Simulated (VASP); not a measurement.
# CaS (Fm-3m) in VASP: settings compared

The runs below take CaS through single point, with PBE, r2SCAN, HSE06.

All numbers are computed with VASP 6.6.1; they aren't measurements. Logs are shortened: lines on timing, memory, paths and dates and some standing lists are left out, and cuts for length are marked.

### 1 The cell of the first run

Symmetry: Fm-3m, No. 225, cubic system. Conventional cell: a = 5.696 Å, b = 5.696 Å, c = 5.696 Å, α = 90.00°, β = 90.00°, γ = 90.00°. Within 3.8 Å of Ca (site symmetry m-3m) lie 6 S at 2.85 Å. S (site symmetry m-3m) has 6 Ca at 2.85 Å within 3.8 Å.

### 2 Single point, PBE

INCAR

```
  ALGO = Normal
  EDIFF = 1E-6
  ENCUT = 500
  GGA = PE
  GGA_COMPAT = False
  ISIF = 2
  ISMEAR = 0
  LASPH = True
  LCHARG = True
  LELF = True
  LREAL = False
  LVHAR = True
  LWAVE = False
  NBANDS = 15
  NELM = 120
  PREC = Accurate
  SIGMA = 0.01
```

KPOINTS

```
k-points
0
Gamma
  6 6 6
```

POSCAR

```
CaS
1.0
    0.0000000000      2.8479357432      2.8479357432
    2.8479357432      0.0000000000      2.8479357432
    2.8479357432      2.8479357432      0.0000000000
Ca S
1 1
Direct
    0.0000000000      0.0000000000      0.0000000000
    0.5000000000      0.5000000000      0.5000000000
```

Potentials or basis: VASP PAW PBE potentials, release 64 (Ca_sv, S).

Run with:

```bash
$ cat potpaw_PBE.64/Ca_sv/POTCAR potpaw_PBE.64/S/POTCAR > POTCAR
$ mpirun -np 1 vasp_std > vasp.out
```

OUTCAR:

```text
EDIFF = 1E-6
   ENCUT = 500
   GGA = PE
   ISIF = 2
   ISMEAR = 0
   LASPH = True
   LREAL = False
   NELM = 120
   PREC = Accurate

 ion  position               nearest neighbor table
   1  0.000  0.000  0.000-   2 2.85   2 2.85   2 2.85   2 2.85   2 2.85   2 2.85
   2  0.500  0.500  0.500-   1 2.85   1 2.85   1 2.85   1 2.85   1 2.85   1 2.85

  LATTYP: Found a face centered cubic cell.
 ALAT       =     5.6958714864

  Lattice vectors:

 A1 = (   0.0000000000,   2.8479357432,   2.8479357432)
 A2 = (   2.8479357432,   0.0000000000,   2.8479357432)
 A3 = (   2.8479357432,   2.8479357432,   0.0000000000)

Analysis of symmetry for initial positions (statically):
=====================================================================
 Subroutine PRICEL returns:
 Original cell was already a primitive cell.

 Routine SETGRP: Setting up the symmetry group for a
 face centered cubic supercell.

 Subroutine GETGRP returns: Found 48 space group operations
 (whereof 48 operations were pure point group operations)
 out of a pool of 48 trial point group operations.

The static configuration has the point symmetry O_h .

Analysis of symmetry for dynamics (positions and initial velocities):
=====================================================================
 Subroutine PRICEL returns:
 Original cell was already a primitive cell.

 Routine SETGRP: Setting up the symmetry group for a
 face centered cubic supercell.

 Subroutine GETGRP returns: Found 48 space group operations
 (whereof 48 operations were pure point group operations)
 out of a pool of 48 trial point group operations.

The dynamic configuration has the point symmetry O_h .

 Subroutine INISYM returns: Found 48 space group operations
 (whereof 48 operations are pure point group operations),
 and found     1 'primitive' translations

----------------------------------------------------------------------------------------

                                     Primitive cell

  volume of cell :      46.1977

  direct lattice vectors                    reciprocal lattice vectors
     0.000000000  2.847935743  2.847935743    -0.175565759  0.175565759  0.175565759
     2.847935743  0.000000000  2.847935743     0.175565759 -0.175565759  0.175565759
     2.847935743  2.847935743  0.000000000     0.175565759  0.175565759 -0.175565759

  length of vectors
     4.027589353  4.027589353  4.027589353     0.304088814  0.304088814  0.304088814

  position of ions in fractional coordinates (direct lattice)
     0.000000000  0.000000000  0.000000000
     0.500000000  0.500000000  0.500000000

[... 79 lines left out ...]
   NUPDOWN=      -1.0000    fix difference up-down
   EMIN   =  10.00;   EMAX   =-10.00  energy-range for DOS
   EFERMI =   0.00;   METHOD = LEGACY
   ISMEAR =     0;   SIGMA  =   0.01  broadening in eV -4-tet -1-fermi 0-gaus
   EFERMI_NEDOS =   21; number of points for ismear=-14 and -15
   IALGO  =     38    algorithm
   IMIX   =      4    mixing-type and parameters
     AMIX     =   0.40;   BMIX     =  1.00
     AMIX_MAG =   1.60;   BMIX_MAG =  1.00
  volume/ion in A,a.u.               =      23.10       155.88
  Fermi-wavevector in a.u.,A,eV,Ry     =   1.149674  2.172568 17.983499  1.321750
  Thomas-Fermi vector in A             =   2.286342
   LORBIT       =      0    0 simple, 1 ext, 2 COOP (PROOUT), +10 PAW based schemes
   GGA     = PE    functional components
   LHFCALC =     F    Hartree Fock is set to
   AEXX    =    0.0000 exact exchange contribution
   IVDW    =     0    specifies the selected vdW correction
   LEPSILON=     F    determine dielectric tensor
   LRPA    =     F    only Hartree local field effects (RPA)
 non-spin polarized calculation
 Gauss-broadening in eV      SIGMA  =   0.01
  energy-cutoff  :      500.00
  volume of cell :       46.20
 maximum number of plane-waves:      1211
 NGX is ok and might be reduce to    30
   NGX = 15   NGY = 15   NGZ = 15

 number of electron      16.0000004 magnetization

 Free energy of the ion-electron system (eV)
  ---------------------------------------------------
  ext. energy  EPLUGINS =         0.00000000
  ---------------------------------------------------
  free energy    TOTEN  =       -10.36327886 eV

  energy without entropy =      -10.36327886  energy(sigma->0) =      -10.36327886

 E-fermi :   2.7902     XC(G=0):  -9.3132

 val. band max:        2.7253418627   @ k =   0.0000   0.0000   0.0000
 cond. band min:       5.0830202708   @ k =   0.5000   0.5000   0.0000
 fundamental gap:      2.3576784081
 Fermi energy:         2.7902137788

 k-point     1 :       0.0000    0.0000    0.0000
  band No.  band energies     occupation
      1     -36.4746      2.00000
      2     -17.4545      2.00000
      3     -17.4545      2.00000
      4     -17.4545      2.00000
      5      -8.5989      2.00000
      6       2.7253      2.00000
      7       2.7253      2.00000
      8       2.7253      2.00000
      9       6.8696      0.00000
     10       6.8896      0.00000
     11       6.8896      0.00000
     12       6.8896      0.00000
     13       7.4829      0.00000
     14       7.4829      0.00000
[... 257 lines left out ...]
      2     -17.5582      2.00000
      3     -17.5214      2.00000
      4     -17.5105      2.00000
      5      -7.8889      2.00000
      6       0.6688      2.00000
      7       1.3229      2.00000
      8       1.3448      2.00000
      9       6.3975      0.00000
     10       8.6265      0.00000
     11       8.6318      0.00000
     12       9.2515      0.00000
     13       9.5178      0.00000
     14      10.5690      0.00000
     15      12.7176      0.00000

------------------------ aborting loop because EDIFF is reached ----------------------------------------

  FORCE on cell =-STRESS in cart. coord.  units (eV):
  Direction    XX          YY          ZZ          XY          YZ          ZX
  --------------------------------------------------------------------------------------
  -------------------------------------------------------------------------------------
  Total        0.1847720      0.1847720      0.1847720      0.0000000     -0.0000000     -0.0000000
  in kB        6.4080536      6.4080536      6.4080536      0.0000000     -0.0000000     -0.0000000
  external PRESSURE =       6.4080536 kB  Pullay stress =       0.0000000 kB

 VOLUME and BASIS-vectors are now :
 -----------------------------------------------------------------------------
  energy-cutoff  :      500.00
  volume of cell :       46.20
      direct lattice vectors                 reciprocal lattice vectors
     0.000000000  2.847935743  2.847935743    -0.175565759  0.175565759  0.175565759
     2.847935743  0.000000000  2.847935743     0.175565759 -0.175565759  0.175565759
     2.847935743  2.847935743  0.000000000     0.175565759  0.175565759 -0.175565759

 POSITION                                       TOTAL-FORCE (eV/Angst)
 -----------------------------------------------------------------------------------
      0.00000      0.00000      0.00000         0.000000      0.000000     -0.000000
      2.84794      2.84794      2.84794        -0.000000     -0.000000      0.000000
 -----------------------------------------------------------------------------------
    total drift:                               -0.000000      0.000000      0.000000

  FREE ENERGIE OF THE ION-ELECTRON SYSTEM (eV)
  ---------------------------------------------------
  free  energy   TOTEN  =       -10.3632788571 eV

  energy  without entropy=      -10.3632788571  energy(sigma->0) =      -10.36327886
```

OSZICAR:

```text
N       E                     dE             d eps       ncg     rms          rms(c)
DAV:   1     0.106816576120E+03    0.10682E+03   -0.76434E+03   480   0.994E+02
DAV:   2    -0.569812266719E+01   -0.11251E+03   -0.10572E+03   606   0.250E+02
DAV:   3    -0.103788445662E+02   -0.46807E+01   -0.46439E+01   620   0.493E+01
DAV:   4    -0.106186943618E+02   -0.23985E+00   -0.23974E+00   729   0.940E+00
DAV:   5    -0.106199258422E+02   -0.12315E-02   -0.12314E-02   620   0.805E-01    0.505E+00
DAV:   6    -0.103640115159E+02    0.25591E+00   -0.39242E-01   578   0.324E+00    0.338E+00
DAV:   7    -0.103566634677E+02    0.73480E-02   -0.10995E-01   624   0.205E+00    0.180E+00
DAV:   8    -0.103634366464E+02   -0.67732E-02   -0.19363E-02   543   0.116E+00    0.314E-01
DAV:   9    -0.103629853199E+02    0.45133E-03   -0.10606E-03   606   0.320E-01    0.824E-02
DAV:  10    -0.103632341853E+02   -0.24887E-03   -0.29555E-04   595   0.123E-01    0.278E-02
DAV:  11    -0.103632792139E+02   -0.45029E-04   -0.76990E-05   557   0.711E-02    0.246E-02
DAV:  12    -0.103632788571E+02    0.35681E-06   -0.46708E-06   628   0.149E-02
   1 F= -.10363279E+02 E0= -.10363279E+02  d E =-.414289E-22
```

stdout:

```text
POSCAR found type information on POSCAR CaS
 POSCAR found :  2 types and       2 ions
 scaLAPACK will be used
 LDA part: xc-table for (Slater+PW92), standard interpolation
 POSCAR, INCAR and KPOINTS ok, starting setup
 FFT: planning ... GRIDC
 FFT: planning ... GRID_SOFT
 FFT: planning ... GRID
 WAVECAR not read
 entering main loop
```

Run time: 12 s. Hardware: 1 thread of Intel Xeon Platinum 8488C (Sapphire Rapids), shared host; peak memory 0.16 GiB.

Results:

```yaml
Free_energy: -10.3633 eV
Pressure: 0.6 GPa
Band_gap_on_the_k_mesh: 2.36 eV (least direct gap 3.16 eV)
```

A k mesh can miss the band edges. A hybrid or GW would open this gap; PBE tends to underestimate it.

### 3 Single point, PBE

INCAR

```
SYSTEM = CaS
PREC     = Accurate       ! precision mode
ENCUT    = 500            ! plane-wave cutoff, eV
EDIFF    = 1E-6           ! SCF threshold, eV
ISMEAR   = 0              ! smearing method
SIGMA    = 0.01           ! smearing width, eV
LREAL    = .False.        ! projectors in reciprocal space
LASPH    = .True.         ! aspherical terms in the spheres
NELM     = 120            ! most SCF steps
ALGO     = Normal         ! electronic algorithm
ISIF     = 2              ! what is computed and relaxed
LWAVE    = .False.        ! write WAVECAR
LCHARG   = .False.        ! write CHGCAR
GGA      = PE             ! functional
NBANDS   = 15             ! bands
GGA_COMPAT= .False.
```

KPOINTS

```
Automatic mesh
0
Gamma
  6 6 6
  0 0 0
```

POSCAR is that of step 2.

Potentials or basis: VASP PAW PBE potentials, release 64 (Ca_sv, S).

Run with:

```bash
$ cat potpaw_PBE.64/Ca_sv/POTCAR potpaw_PBE.64/S/POTCAR > POTCAR
$ mpirun -np 1 vasp_std > vasp.out
```

It took 12 s on 1 thread of Intel Xeon Platinum 8488C (Sapphire Rapids), shared host; peak memory 0.16 GiB.

Results (log left out):

| Item | Value |
| --- | --- |
| Free energy | -10.3633 eV |
| Pressure | 0.6 GPa |
| Band gap on the k mesh | 2.36 eV (least direct gap 3.16 eV) |

Levels at points of the mesh, in eV from the valence-band top:
| k point | band 4 | band 5 | band 6 | band 7 | band 8 | band 9 | band 10 | band 11 | band 12 | band 13 |
| --- | --- | --- | --- | --- | --- | --- | --- | --- | --- | --- |
| (0.00, 0.00, 0.00) | -20.18 | -11.32 | 0.00 | 0.00 | 0.00 | 4.14 | 4.16 | 4.16 | 4.16 | 4.76 |
| (0.50, 0.00, 0.00) | -20.19 | -10.51 | -3.09 | -1.16 | -1.16 | 5.22 | 6.06 | 6.20 | 6.20 | 8.14 |
| (0.50, 0.50, 0.00) | -20.23 | -10.70 | -2.27 | -0.81 | -0.81 | 2.36 | 5.60 | 6.02 | 6.77 | 6.79 |

### 4 Single point, PBE

INCAR

```
PREC = Accurate ; ENCUT = 500
EDIFF = 1E-6 ; ISMEAR = 0
SIGMA = 0.01 ; LREAL = F
LASPH = T ; NELM = 120
ALGO = Normal ; ISIF = 2
LWAVE = F ; LCHARG = F
GGA = PE ; NBANDS = 15
GGA_COMPAT = F
```

KPOINTS

```
regular mesh
0
Gamma
  8 8 8
```

POSCAR is that of step 3.

Run with:

```bash
$ cat potpaw_PBE.64/Ca_sv/POTCAR potpaw_PBE.64/S/POTCAR > POTCAR
$ mpirun -np 1 vasp_std > vasp.out
```

Wall time 19 s (1 thread of Intel Xeon Platinum 8488C (Sapphire Rapids), shared host); peak memory 0.17 GiB.

Results (log left out):

```yaml
Free_energy: -10.3638 eV
Pressure: 0.6 GPa
Band_gap_on_the_k_mesh: 2.36 eV (least direct gap 3.16 eV)
```

Levels at points of the mesh, in eV from the valence-band top:
```csv
k point,band 5,band 6,band 7,band 8,band 9,band 10,band 11,band 12
"(0.00, 0.00, 0.00)",-11.32,0.00,0.00,0.00,4.14,4.16,4.16,4.16
"(0.50, 0.00, 0.00)",-10.51,-3.09,-1.16,-1.16,5.22,6.06,6.20,6.20
"(0.50, 0.50, 0.00)",-10.70,-2.27,-0.81,-0.81,2.36,5.60,6.02,6.78
```

A k mesh can miss the band edges. A hybrid or GW would open this gap; PBE tends to underestimate it.

### 5 Single point, r2SCAN

POSCAR is that of step 4.

INCAR.step1

```
SYSTEM = CaS
ALGO = Normal
EDIFF = 1E-5
ENCUT = 550
GGA = PE
GGA_COMPAT = .False.
ISMEAR = 0
LASPH = .True.
LCHARG = .False.
LREAL = .False.
LWAVE = .True.
NBANDS = 15
NELM = 120
PREC = Accurate
SIGMA = 0.01
```

INCAR.step2

```
SYSTEM = CaS
ALGO = Normal
EDIFF = 1E-6
ENCUT = 550
GGA_COMPAT = .False.
ISIF = 2
ISMEAR = 0
ISTART = 1
LASPH = .True.
LCHARG = .False.
LMIXTAU = .True.
LREAL = .False.
LWAVE = .False.
METAGGA = R2SCAN
NBANDS = 15
NELM = 120
PREC = Accurate
SIGMA = 0.01
```

KPOINTS

```
k-points
0
Gamma
  6 6 6
  0 0 0
```

Run with:

```bash
$ cat potpaw_PBE.64/Ca_sv/POTCAR potpaw_PBE.64/S/POTCAR > POTCAR
$ cp INCAR.step1 INCAR
$ mpirun -np 1 vasp_std > vasp.out
$ cp INCAR.step2 INCAR
$ mpirun -np 1 vasp_std > vasp.out
```

It took 43 s on 1 thread of Intel Xeon Platinum 8488C (Sapphire Rapids), shared host; peak memory 0.19 GiB.

The run converged. Its results:

```yaml
Free_energy: -19.9418 eV
Pressure: 0.3 GPa
Band_gap_on_the_k_mesh: 2.80 eV (least direct gap 3.63 eV)
```

Levels at points of the mesh, in eV from the valence-band top:
```tsv
k point	band 5	band 6	band 7	band 8	band 9	band 10	band 11	band 12
(0.00, 0.00, 0.00)	-11.79	0.00	0.00	0.00	4.67	4.67	4.67	4.92
(0.50, 0.00, 0.00)	-10.96	-3.10	-1.16	-1.16	5.79	6.68	6.82	6.82
(0.50, 0.50, 0.00)	-11.15	-2.31	-0.83	-0.83	2.80	6.18	6.77	7.41
```

Caveat: the PAW data sets were made with another functional, which shifts forces and pressure a little. A k mesh can miss the band edges.

### 6 Single point, HSE06

POSCAR is that of step 5.

INCAR.step1

```
  PREC = Accurate
  ENCUT = 400
  EDIFF = 1E-5
  ISMEAR = 0
  SIGMA = 0.01
  LREAL = False
  LASPH = True
  NELM = 120
  ALGO = Normal
  ISIF = 2
  LWAVE = True
  LCHARG = False
  NBANDS = 15
  GGA = PE
  GGA_COMPAT = False
```

INCAR.step2

```
  PREC = Accurate
  ENCUT = 400
  EDIFF = 1E-6
  ISMEAR = 0
  SIGMA = 0.01
  LREAL = False
  LASPH = True
  NELM = 120
  ALGO = Normal
  ISIF = 2
  LWAVE = False
  LCHARG = False
  GGA = PE
  LHFCALC = True
  HFSCREEN = 0.2079
  PRECFOCK = Normal
  NBANDS = 15
  ISTART = 1
  GGA_COMPAT = False
```

KPOINTS

```
regular mesh
0
Gamma
  6 6 6
```

Potentials or basis: VASP PAW PBE potentials, release 64 (Ca_sv, S).

Run with:

```bash
$ cat potpaw_PBE.64/Ca_sv/POTCAR potpaw_PBE.64/S/POTCAR > POTCAR
$ cp INCAR.step1 INCAR
$ mpirun -np 1 vasp_std > vasp.out
$ cp INCAR.step2 INCAR
$ mpirun -np 1 vasp_std > vasp.out
```

Run time: 19 min. Hardware: 1 thread of Intel Xeon Platinum 8488C (Sapphire Rapids), shared host; peak memory 0.27 GiB.

Results (log left out):

```yaml
Free_energy: -11.6587 eV
Pressure: 0.3 GPa
Band_gap_on_the_k_mesh: 3.40 eV (least direct gap 4.31 eV)
```

Levels at points of the mesh, in eV from the valence-band top:
```tsv
k point	band 6	band 7	band 8	band 9	band 10	band 11
(0.00, 0.00, 0.00)	0.00	0.00	0.00	5.17	5.48	5.48
(0.50, 0.00, 0.00)	-3.38	-1.22	-1.22	6.18	7.66	7.90
(0.50, 0.50, 0.00)	-2.54	-0.91	-0.91	3.40	7.11	7.15
```

Caveat: the PAW data sets were made with another functional, which shifts forces and pressure a little.

### 7 Overview

| level | k mesh | cutoff (eV) | grid for exact exchange (PRECFOCK) | share of exact exchange | screening parameter | gap on the mesh (eV) | pressure (GPa) |
| --- | --- | --- | --- | --- | --- | --- | --- |
| PBE | 6 × 6 × 6 | 500 | - | - | - | 2.36 | 0.6 |
| PBE | 8 × 8 × 8 | 500 | - | - | - | 2.36 | 0.6 |
| r2SCAN | 6 × 6 × 6 | 550 | - | - | - | 2.80 | 0.3 |
| HSE06 | 6 × 6 × 6 | 400 | Normal | 0.25 | 0.2079 1/Å | 3.40 | 0.3 |

Alike in all rows: task single point; potentials or basis VASP PAW PBE potentials, release 64 (Ca_sv, S); no spin polarisation; cell as given; smearing gaussian 0.01 eV.

On the cell as given the gap runs from 2.36 eV (PBE) to 3.40 eV (HSE06); the meshes differ, which moves gaps too. The pressure there spans 0.3 GPa (HSE06) to 0.6 GPa (PBE); a positive pressure means that this level wants a larger cell, a negative one a smaller.

Caveats: the PAW data sets were made with another functional, which shifts forces and pressure a little (at least some runs).

Absolute energies hang on the potentials; compare differences alone.
